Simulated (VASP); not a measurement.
# CdS (Imm2) in VASP: further runs

Runs on CdS. Level: r2SCAN. Tasks: single point.

Program: VASP 6.6.1. These are calculated values, not measurements. Logs are shortened: lines on timing, memory, paths and dates and some standing lists are left out, and cuts for length are marked.

## Step 1: The cell of the first run

The structure is orthorhombic, space group Imm2 (No. 44). Conventional cell: a = 3.992 Å, b = 4.239 Å, c = 5.820 Å, α = 90.00°, β = 90.00°, γ = 90.00°. Within 3.3 Å of Cd (site symmetry mm2) lie 4 S at 2.47 to 2.57 Å. Within 3.3 Å of S (site symmetry mm2) lie 4 Cd at 2.47 to 2.57 Å.

## Step 2: Single point, r2SCAN (strain -0.0600 x Voigt [0, 0, 0, 0, 1, 0])

File POSCAR:

```
CdS
1.0
   -0.0873000000      2.9100000000      2.9100000000
    2.8227000000      0.0000000000      2.8227000000
    2.9100000000      2.9100000000     -0.0873000000
Cd S
1 1
Direct
    0.0000000000      0.0000000000      0.0000000000
    0.7500000000      0.7500000000      0.7500000000
```

File INCAR.step1:

```
SYSTEM = CdS
  ALGO = Normal
  EDIFF = 1E-4
  ENCUT = 520
  GGA = PE
  ISMEAR = 0
  LASPH = .TRUE.
  LCHARG = .FALSE.
  LREAL = .FALSE.
  LWAVE = .TRUE.
  NBANDS = 16
  NELM = 100
  PREC = Accurate
  SIGMA = 0.05
```

File INCAR.step2:

```
SYSTEM = CdS
  ALGO = Normal
  EDIFF = 1E-6
  ENCUT = 520
  ISIF = 2
  ISMEAR = 0
  ISTART = 1
  LASPH = .TRUE.
  LCHARG = .FALSE.
  LMIXTAU = .TRUE.
  LREAL = .FALSE.
  LWAVE = .FALSE.
  METAGGA = R2SCAN
  NBANDS = 16
  NELM = 100
  PREC = Accurate
  SIGMA = 0.05
```

File KPOINTS:

```
k-points
0
G
  8 8 8
  0 0 0
```

Potentials or basis: VASP PAW PBE potentials, release 64 (Cd, S).

On the command line:

```console
$ cat potpaw_PBE.64/Cd/POTCAR potpaw_PBE.64/S/POTCAR > POTCAR
$ cp INCAR.step1 INCAR
$ mpirun -np 1 vasp_std > vasp.out
$ cp INCAR.step2 INCAR
$ mpirun -np 1 vasp_std > vasp.out
```

OUTCAR:

```text
SYSTEM = CdS
   EDIFF = 1E-6
   ENCUT = 520
   ISIF = 2
   ISMEAR = 0
   ISTART = 1
   LASPH = .TRUE.
   LREAL = .FALSE.
   METAGGA = R2SCAN
   NELM = 100
   PREC = Accurate

 ion  position               nearest neighbor table
   1  0.000  0.000  0.000-   2 2.47   2 2.47   2 2.57   2 2.57
   2  0.750  0.750  0.750-   1 2.47   1 2.47   1 2.57   1 2.57

  LATTYP: Found a body centered orthorhombic cell.
 ALAT       =     3.9919006225
 B/A-ratio  =     1.0618556701
 C/A-ratio  =     1.4579521262

  Lattice vectors:

 A1 = (   2.9100000000,  -2.9100000000,  -0.0873000000)
 A2 = (  -2.9100000000,  -2.9100000000,   0.0873000000)
 A3 = (   0.0873000000,   2.9100000000,  -2.9100000000)

Analysis of symmetry for initial positions (statically):
=====================================================================
 Subroutine PRICEL returns:
 Original cell was already a primitive cell.

 Routine SETGRP: Setting up the symmetry group for a
 body centered orthorhombic supercell.

 Subroutine GETGRP returns: Found  4 space group operations
 (whereof  4 operations were pure point group operations)
 out of a pool of  8 trial point group operations.

The static configuration has the point symmetry C_2v.

Analysis of symmetry for dynamics (positions and initial velocities):
=====================================================================
 Subroutine PRICEL returns:
 Original cell was already a primitive cell.

 Routine SETGRP: Setting up the symmetry group for a
 body centered orthorhombic supercell.

 Subroutine GETGRP returns: Found  4 space group operations
 (whereof  4 operations were pure point group operations)
 out of a pool of  8 trial point group operations.

The dynamic configuration has the point symmetry C_2v.

 Subroutine INISYM returns: Found  4 space group operations
 (whereof  4 operations are pure point group operations),
 and found     1 'primitive' translations

----------------------------------------------------------------------------------------

                                     Primitive cell

  volume of cell :      49.2400

  direct lattice vectors                    reciprocal lattice vectors
    -0.087300000  2.910000000  2.910000000    -0.166816802  0.171821306  0.166816802
     2.822700000  0.000000000  2.822700000     0.177135367 -0.171821306  0.177135367
     2.910000000  2.910000000 -0.087300000     0.166816802  0.171821306 -0.166816802

  length of vectors
     4.116287319  3.991900623  4.116287319     0.291853134  0.303770370  0.291853134

  position of ions in fractional coordinates (direct lattice)
     0.000000000  0.000000000  0.000000000
     0.750000000  0.750000000  0.750000000

  ion indices of the primitive-cell ions
   primitive index   ion index
                 1           1
                 2           2

----------------------------------------------------------------------------------------

 KPOINTS: k-points

Automatic generation of k-mesh.
 Grid dimensions read from file:
 generate k-points for:    8    8    8

 Generating k-lattice:

  Cartesian coordinates                     Fractional coordinates (reciprocal lattice)
    -0.020852100  0.021477663  0.020852100     0.125000000  0.000000000 -0.000000000
     0.022141921 -0.021477663  0.022141921     0.000000000  0.125000000  0.000000000
     0.020852100  0.021477663 -0.020852100     0.000000000  0.000000000  0.125000000

  Length of vectors
     0.036481642  0.037971296  0.036481642

  Shift w.r.t. Gamma in fractional coordinates (k-lattice)
     0.000000000  0.000000000  0.000000000

 Subroutine IBZKPT returns following result:
 ===========================================

 Found     95 irreducible k-points:

 Following reciprocal coordinates:
            Coordinates               Weight
  0.000000  0.000000  0.000000      1.000000
  0.125000  0.000000  0.000000      4.000000
  0.250000  0.000000  0.000000      4.000000
  0.375000  0.000000  0.000000      4.000000
  0.500000  0.000000  0.000000      2.000000
  0.000000  0.125000 -0.000000      4.000000
[... 16 lines left out ...]
  0.125000  0.375000  0.000000      8.000000
  0.250000  0.375000  0.000000      8.000000
 [... further k-points ...]
   k-points           NKPTS =     95   k-points in BZ     NKDIM =     95   number of bands    NBANDS=     16
   number of dos      NEDOS =    301   number of ions     NIONS =      2
   total plane-waves  NPLWV =  30720
   dimension x,y,z NGX =    32 NGY =   30 NGZ =   32
   dimension x,y,z NGXF=    64 NGYF=   60 NGZF=   64
   ions per type =               1   1
   NGX,Y,Z   is equivalent  to a cutoff of  12.92, 12.49, 12.92 a.u.
   NGXF,Y,Z  is equivalent  to a cutoff of  25.85, 24.99, 25.85 a.u.
 SYSTEM =  CdS
   PREC   = accura    normal or accurate (medium, high low for compatibility)
   ISTART =      1    job   : 0-new  1-cont  2-samecut
   ICHARG =      0    charge: 1-file 2-atom 10-const
   ISPIN  =      1    spin polarized calculation?
   LNONCOLLINEAR =      F non collinear calculations
   LSORBIT =      F    spin-orbit coupling
   LASPH  =      T    aspherical Exc in radial PAW
   ENCUT  =  520.0 eV  38.22 Ry    6.18 a.u.   7.65  7.42  7.65*2*pi/ulx,y,z
   NELM   =    100;   NELMIN=  2; NELMDL=  0     # of ELM steps
   EDIFF  = 0.1E-05   stopping-criterion for ELM
   LREAL  =      F    real-space projection
   EDIFFG = 0.1E-04   stopping-criterion for IOM
   NSW    =      0    number of steps for IOM
   IBRION =     -1    ionic relax: 0-MD 1-quasi-New 2-CG
   NFREE  =      0    steps in history (QN), initial steepest desc. (CG)
   ISIF   =      2    stress and relaxation
   ISYM   =      2    0-nonsym 1-usesym 2-fastsym
   POTIM  = 0.5000    time-step for ionic-motion
   TEBEG  =    0.0;   TEEND  =   0.0 temperature during run
   PSTRESS=    0.0 pullay stress
   NELECT =      18.0000    total number of electrons
   NUPDOWN=      -1.0000    fix difference up-down
   EMIN   =  10.00;   EMAX   =-10.00  energy-range for DOS
   EFERMI =   0.00;   METHOD = LEGACY
   ISMEAR =     0;   SIGMA  =   0.05  broadening in eV -4-tet -1-fermi 0-gaus
   EFERMI_NEDOS =   21; number of points for ismear=-14 and -15
   IALGO  =     38    algorithm
   IMIX   =      4    mixing-type and parameters
     AMIX     =   0.40;   BMIX     =  1.00
     AMIX_MAG =   1.60;   BMIX_MAG =  1.00
  volume/ion in A,a.u.               =      24.62       166.14
  Fermi-wavevector in a.u.,A,eV,Ry     =   1.170558  2.212034 18.642792  1.370207
  Thomas-Fermi vector in A             =   2.307015
   LORBIT       =      0    0 simple, 1 ext, 2 COOP (PROOUT), +10 PAW based schemes
   METAGGA = R2SCAN    functional components
   LHFCALC =     F    Hartree Fock is set to
   AEXX    =    0.0000 exact exchange contribution
   IVDW    =     0    specifies the selected vdW correction
   LEPSILON=     F    determine dielectric tensor
   LRPA    =     F    only Hartree local field effects (RPA)
 non-spin polarized calculation
 Gauss-broadening in eV      SIGMA  =   0.05
  energy-cutoff  :      520.00
  volume of cell :       49.24
 maximum number of plane-waves:      1340
   NGX = 15   NGY = 15   NGZ = 15

 number of electron      18.0000000 magnetization

 Free energy of the ion-electron system (eV)
  ---------------------------------------------------
  ext. energy  EPLUGINS =         0.00000000
  ---------------------------------------------------
  free energy    TOTEN  =       -29.64057522 eV

  energy without entropy =      -29.64057522  energy(sigma->0) =      -29.64057522

 E-fermi :   1.4239     XC(G=0):  -9.7706

 val. band max:        1.2274827342   @ k =   0.0000   0.0000   0.0000
 cond. band min:       2.7131204494   @ k =   0.0000   0.0000   0.0000
 fundamental gap:      1.4856377152
 Fermi energy:         1.4238646465

 k-point     1 :       0.0000    0.0000    0.0000
  band No.  band energies     occupation
      1     -11.8174      2.00000
      2      -6.9247      2.00000
      3      -6.8885      2.00000
      4      -6.8510      2.00000
      5      -6.3609      2.00000
      6      -6.3581      2.00000
[... 8 lines left out ...]
     15      13.1507      0.00000
     16      13.1739      0.00000

 k-point     2 :       0.1250    0.0000    0.0000
  band No.  band energies     occupation
      1     -11.7582      2.00000
      2      -6.9030      2.00000
      3      -6.8629      2.00000
      4      -6.7989      2.00000
      5      -6.3614      2.00000
      6      -6.3571      2.00000
[... 8 lines left out ...]
     15      12.6819      0.00000
     16      13.8072      0.00000

 k-point     3 :       0.2500    0.0000    0.0000
  band No.  band energies     occupation
      1     -11.6138      2.00000
      2      -6.8545      2.00000
      3      -6.8167      2.00000
      4      -6.6024      2.00000
      5      -6.3556      2.00000
      6      -6.3487      2.00000
[... 8 lines left out ...]
     15      12.5662      0.00000
     16      13.0796      0.00000

 k-point     4 :       0.3750    0.0000    0.0000
  band No.  band energies     occupation
      1     -11.4686      2.00000
      2      -6.8136      2.00000
      3      -6.7821      2.00000
      4      -6.3446      2.00000
      5      -6.3295      2.00000
      6      -6.2438      2.00000
[... 8 lines left out ...]
     15      13.0119      0.00000
     16      13.5089      0.00000
[... 324 lines left out ...]
 k-point    22 :       0.0000    0.3750    0.0000
  band No.  band energies     occupation
      1     -11.4212      2.00000
      2      -6.7549      2.00000
      3      -6.7279      2.00000
      4      -6.3387      2.00000
      5      -6.3345      2.00000
      6      -6.2317      2.00000
[... 8 lines left out ...]
     15      12.9261      0.00000
     16      13.4466      0.00000

 k-point    23 :       0.1250    0.3750    0.0000
  band No.  band energies     occupation
      1     -11.4344      2.00000
      2      -6.7368      2.00000
      3      -6.7120      2.00000
      4      -6.4509      2.00000
      5      -6.3190      2.00000
      6      -6.2724      2.00000
[... 8 lines left out ...]
     15      13.5289      0.00000
     16      13.8157      0.00000

 k-point    24 :       0.2500    0.3750    0.0000
  band No.  band energies     occupation
      1     -11.3949      2.00000
      2      -6.6782      2.00000
      3      -6.6424      2.00000
      4      -6.5602      2.00000
      5      -6.2993      2.00000
      6      -6.2433      2.00000
[... 8 lines left out ...]
     15      13.9810      0.00000
     16      15.7472      0.00000

 [... further k-points ...]

------------------------ aborting loop because EDIFF is reached ----------------------------------------

  FORCE on cell =-STRESS in cart. coord.  units (eV):
  Direction    XX          YY          ZZ          XY          YZ          ZX
  --------------------------------------------------------------------------------------
  -------------------------------------------------------------------------------------
  Total        0.8115047      0.7999222      0.8115047      0.0000000      0.0000000      1.0941148
  in kB       26.4048487     26.0279768     26.4048487      0.0000000      0.0000000     35.6004560
  external PRESSURE =      26.2792247 kB  Pullay stress =       0.0000000 kB

 VOLUME and BASIS-vectors are now :
 -----------------------------------------------------------------------------
  energy-cutoff  :      520.00
  volume of cell :       49.24
      direct lattice vectors                 reciprocal lattice vectors
    -0.087300000  2.910000000  2.910000000    -0.166816802  0.171821306  0.166816802
     2.822700000  0.000000000  2.822700000     0.177135367 -0.171821306  0.177135367
     2.910000000  2.910000000 -0.087300000     0.166816802  0.171821306 -0.166816802

 POSITION                                       TOTAL-FORCE (eV/Angst)
 -----------------------------------------------------------------------------------
      0.00000      0.00000      0.00000        -0.000000      0.463771     -0.000000
      4.23405      4.36500      4.23405         0.000000     -0.463771      0.000000
 -----------------------------------------------------------------------------------
    total drift:                               -0.000002     -0.000095     -0.000002

  FREE ENERGIE OF THE ION-ELECTRON SYSTEM (eV)
  ---------------------------------------------------
  free  energy   TOTEN  =       -29.6405752214 eV

  energy  without entropy=      -29.6405752214  energy(sigma->0) =      -29.64057522
```

Wall time 5.6 min (1 thread of Intel Xeon 8259CL, shared host); peak memory 0.23 GiB.

What came out:

```yaml
Free_energy: -29.6406 eV
Pressure: 2.6 GPa
Largest_force: 0.464 eV/Å
Band_gap_on_the_k_mesh: 1.49 eV
```

Forces in eV/Å, atoms in the order of the input:
```
Cd   0.000  0.464  0.000
S    0.000 -0.464  0.000
```

Caveat: the cell differs from its parent crystal (strain -0.0600 x Voigt [0, 0, 0, 0, 1, 0]); the PAW data sets were made with another functional, which shifts forces and pressure a little.

## Step 3: Single point, r2SCAN (strain +0.0450 x Voigt [0, 0, 0, 0, 1, 0])

File POSCAR:

```
CdS
1.0
    0.0654750000      2.9100000000      2.9100000000
    2.9754750000      0.0000000000      2.9754750000
    2.9100000000      2.9100000000      0.0654750000
Cd S
1 1
Direct
    0.0000000000      0.0000000000      0.0000000000
    0.7500000000      0.7500000000      0.7500000000
```

File INCAR.step1:

```
  ALGO = Normal
  EDIFF = 1E-4
  ENCUT = 520
  GGA = PE
  ISMEAR = 0
  LASPH = T
  LCHARG = F
  LREAL = F
  LWAVE = T
  NBANDS = 16
  NELM = 80
  PREC = Accurate
  SIGMA = 0.05
```

File INCAR.step2:

```
  ALGO = Normal
  EDIFF = 1E-7
  ENCUT = 520
  ISIF = 2
  ISMEAR = 0
  ISTART = 1
  LASPH = T
  LCHARG = T
  LELF = T
  LMIXTAU = T
  LREAL = F
  LVHAR = T
  LWAVE = F
  METAGGA = R2SCAN
  NBANDS = 16
  NELM = 80
  PREC = Accurate
  SIGMA = 0.05
```

File KPOINTS:

```
k-points
0
Gamma
  8 8 8
```

Potentials or basis: VASP PAW PBE potentials, release 64 (Cd, S).

On the command line:

```console
$ cat potpaw_PBE.64/Cd/POTCAR potpaw_PBE.64/S/POTCAR > POTCAR
$ cp INCAR.step1 INCAR
$ mpirun -np 1 vasp_std > vasp.out
$ cp INCAR.step2 INCAR
$ mpirun -np 1 vasp_std > vasp.out
```

Run time: 4.9 min. Hardware: 1 thread of Intel Xeon 8259CL, shared host; peak memory 0.23 GiB.

It converged, with:

```
Free energy            : -29.6552 eV
Pressure               : 2.5 GPa
Largest force          : 0.346 eV/Å
Band gap on the k mesh : 1.52 eV
```

Forces in eV/Å, atoms in the order of the input:
```
Cd   0.000 -0.346  0.000
S    0.000  0.346  0.000
```

Stress tensor (GPa, compression positive):
```
 2.48  0.00 -2.66
 0.00  2.45  0.00
-2.66  0.00  2.48
```

Levels at points of the mesh, in eV from the valence-band top:
```
           k point  band 7  band 8  band 9  band 10  band 11  band 12
(0.00, 0.00, 0.00)   -0.15   -0.09    0.00     1.52     6.70     7.01
(0.50, 0.00, 0.00)   -4.60   -0.95   -0.92     3.31     7.17     7.42
(0.00, 0.50, 0.00)   -4.58   -0.80   -0.75     3.51     7.36     7.65
(0.50, 0.50, 0.00)   -4.10   -2.03   -2.03     3.75     4.68     9.68
(0.50, 0.00, 0.50)   -4.09   -2.21   -1.84     3.67     4.78     9.75
```

Caveat: the cell differs from its parent crystal (strain +0.0450 x Voigt [0, 0, 0, 0, 1, 0]); the PAW data sets were made with another functional, which shifts forces and pressure a little.

## Step 4: Single point, r2SCAN (strain -0.0300 x Voigt [0, 0, 0, 0, 1, 0])

File POSCAR:

```
CdS
1.0
   -0.0436500000      2.9100000000      2.9100000000
    2.8663500000      0.0000000000      2.8663500000
    2.9100000000      2.9100000000     -0.0436500000
Cd S
1 1
Direct
    0.0000000000      0.0000000000      0.0000000000
    0.7500000000      0.7500000000      0.7500000000
```

File INCAR.step1:

```
SYSTEM = CdS
PREC = Accurate
ENCUT = 520
ISMEAR = 0
SIGMA = 0.05
LREAL = .FALSE.
LASPH = .TRUE.
NELM = 80
NBANDS = 16
GGA = PE
ALGO = Normal
EDIFF = 1E-4
LWAVE = .TRUE.
LCHARG = .FALSE.
```

File INCAR.step2:

```
SYSTEM = CdS
PREC = Accurate
ENCUT = 520
EDIFF = 1E-7
ISMEAR = 0
SIGMA = 0.05
LREAL = .FALSE.
LASPH = .TRUE.
NELM = 80
ALGO = Normal
ISIF = 2
LWAVE = .FALSE.
LCHARG = .TRUE.
METAGGA = R2SCAN
LMIXTAU = .TRUE.
LELF = .TRUE.
LVHAR = .TRUE.
NBANDS = 16
ISTART = 1
```

File KPOINTS:

```
Automatic mesh
0
G
  8 8 8
  0 0 0
```

On the command line:

```console
$ cat potpaw_PBE.64/Cd/POTCAR potpaw_PBE.64/S/POTCAR > POTCAR
$ cp INCAR.step1 INCAR
$ mpirun -np 1 vasp_std > vasp.out
$ cp INCAR.step2 INCAR
$ mpirun -np 1 vasp_std > vasp.out
```

Wall time 6.5 min (1 thread of Intel Xeon 8259CL, shared host); peak memory 0.23 GiB.

It converged, with:

| Quantity | Value |
| --- | --- |
| Free energy | -29.6657 eV |
| Pressure | 2.4 GPa |
| Largest force | 0.229 eV/Å |
| Band gap on the k mesh | 1.55 eV |

Forces on the atoms (eV/Å):
```
Cd   0.000  0.229  0.000
S    0.000 -0.229  0.000
```

Stress tensor (GPa, compression positive):
```
2.36 0.00 1.77
0.00 2.35 0.00
1.77 0.00 2.36
```

Levels at points of the mesh, in eV from the valence-band top:
| k point | band 5 | band 6 | band 7 | band 8 | band 9 | band 10 | band 11 | band 12 | band 13 | band 14 |
| --- | --- | --- | --- | --- | --- | --- | --- | --- | --- | --- |
| (0.00, 0.00, 0.00) | -7.52 | -7.52 | -0.10 | -0.06 | 0.00 | 1.55 | 6.82 | 7.03 | 7.23 | 11.95 |
| (0.50, 0.00, 0.00) | -7.48 | -7.15 | -4.56 | -0.79 | -0.76 | 3.50 | 7.40 | 7.59 | 7.80 | 11.62 |
| (0.00, 0.50, 0.00) | -7.48 | -7.11 | -4.57 | -0.89 | -0.87 | 3.37 | 7.27 | 7.44 | 7.95 | 11.51 |
| (0.50, 0.50, 0.00) | -7.43 | -7.06 | -4.07 | -2.00 | -2.00 | 3.78 | 4.71 | 9.75 | 11.53 | 11.58 |
| (0.50, 0.00, 0.50) | -7.43 | -7.06 | -4.06 | -2.13 | -1.87 | 3.74 | 4.76 | 9.78 | 11.45 | 11.63 |

Caveat: the cell differs from its parent crystal (strain -0.0300 x Voigt [0, 0, 0, 0, 1, 0]); the PAW data sets were made with another functional, which shifts forces and pressure a little.

## Step 5: Overview

```tsv
cell	gap on the mesh (eV)	pressure (GPa)	largest force (eV/Å)
a = 4.116, b = 3.992 Å, angles 61.0, 62.0, 61.0°, 2 atoms	1.49	2.6	0.46
a = 4.116, b = 4.208 Å, angles 59.3, 58.5, 59.3°, 2 atoms	1.52	2.5	0.35
a = 4.116, b = 4.054 Å, angles 60.5, 61.0, 60.5°, 2 atoms	1.55	2.4	0.23
```

Alike in all rows: task single point; level r2SCAN; potentials or basis VASP PAW PBE potentials, release 64 (Cd, S); no spin polarisation; k mesh 8 × 8 × 8; cutoff (eV) 520; smearing gaussian 0.05 eV.

Caveats: the PAW data sets were made with another functional, which shifts forces and pressure a little.

Total energies depend on the potentials used, so only differences within one code and one set of settings carry meaning.
